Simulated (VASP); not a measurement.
Input of a VASP 6.6.1 run:

INCAR

```
SYSTEM = C
  PREC = Accurate
  ENCUT = 600
  EDIFF = 1E-6
  ISMEAR = -1
  SIGMA = 0.08
  LREAL = .False.
  LASPH = .True.
  NELM = 100
  ALGO = Normal
  ISIF = 3
  LWAVE = .False.
  LCHARG = .False.
  IBRION = 2
  NSW = 100
  EDIFFG = -0.002
```

File KPOINTS:

```
regular mesh
0
Gamma
  22 22 22
  0 0 0
```

The input POSCAR:

```
C
1.0
    1.2280287114      0.7090027071      3.3470114498
   -1.2280287114      0.7090027071      3.3470114498
    0.0000000000     -1.4180054142      3.3470114498
C
2
Direct
    0.8360000000      0.8360000000      0.8360000000
    0.1640000000      0.1640000000      0.1640000000
```

Potentials or basis: VASP PAW LDA potentials, release 64 (C).

The run is started by

```console
$ cat potpaw_LDA.64/C/POTCAR > POTCAR
$ mpirun -np 1 vasp_std > vasp.out
```

Question: Predict the relaxed volume.

Answer: 8.51 Å³/atom.

Question: Estimate the relaxed cell.

Answer: a = 3.574 Å, b = 3.574 Å, c = 3.574 Å, α = 40.02°, β = 40.02°, γ = 40.02°.

Final structure:
```yaml
crystal:
  lattice:
    - [1.22303, 0.70612, 3.28343]
    - [-1.22303, 0.70612, 3.28343]
    - [0.00000, -1.41223, 3.28343]
  atoms:
    - { symbol: C, position: [0.83341, 0.83341, 0.83341] }
    - { symbol: C, position: [0.16659, 0.16659, 0.16659] }
```

LDA usually gives volumes a few per cent too small. Zero-point motion and thermal expansion aren't in these numbers.
